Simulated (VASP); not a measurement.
Runs of VASP 6.6.1 on TeW. The structure is that of space group F-43m (No. 216), or close to it. The cells are those of the table. 

```csv
fixed moment (μB),cell,gap on the mesh (eV),pressure (GPa),moment (μB)
-,"a = 4.576 Å, angles 60.0°, 2 atoms",none,-10.0,(b)
0.25,"a = 4.330 Å, angles 60.0°, 2 atoms",-,-1.1,0.25
0.75,"a = 4.330 Å, angles 60.0°, 2 atoms",-,-0.8,0.75
2.0,"a = 4.330 Å, angles 60.0°, 2 atoms",-,1.5,2.00
-,"a = 4.470 Å, angles 60.0°, 2 atoms",none,-6.9,(a)
```

Alike in all rows: task single point; level PBE; potentials or basis VASP PAW PBE potentials, release 64 (W_sv, Te); spin collinear; k mesh 12 × 12 × 12; cutoff (eV) 520; smearing gaussian 0.1 eV.

**Question.** Estimate the missing entries.

**Answer.** (a) 1.51; (b) 1.57.

Caveats: spin-orbit coupling is left out, which moves the levels of the heavy elements; the total moment is fixed, so each spin has its own Fermi level and the state may be an excited one (at least some runs); the cell stands under tension (at least some runs).

A k mesh can miss the band edges, and the runs leave out spin-orbit coupling on Te, W.

A gap of «none» marks levels without a gap at the run's occupations.
